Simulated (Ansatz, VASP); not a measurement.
Two plane-wave programs on As

```
CELL_PARAMETERS angstrom
0.00000 3.03389 3.03389
3.03389 0.00000 3.03389
3.03389 3.03389 0.00000
ATOMIC_POSITIONS crystal
As 0.12500 0.12500 0.12500
As 0.87500 0.87500 0.87500
```

Alike in both runs: task single point; functional r2SCAN; k mesh 10 × 10 × 10; occupations fermi-dirac, width 0.1 eV; no spin polarisation.

```csv
,VASP,Ansatz
version,VASP 6.6.1,Ansatz 0.2.0
potentials or method,"VASP PAW PBE potentials, release 64 (As), cutoff 520 eV","plane waves (500 eV) with PAW, scalar-relativistic"
valence electrons in the cell,10,30
```

```csv
,VASP,Ansatz,Ansatz less VASP
pressure (GPa),-0.2,-0.2,0.00
```

VASP's potentials were made for PBE, not for r2SCAN. VASP's potentials hold 10 valence electrons a cell and Ansatz's 30, so a difference there can come from the potentials and not from the codes.
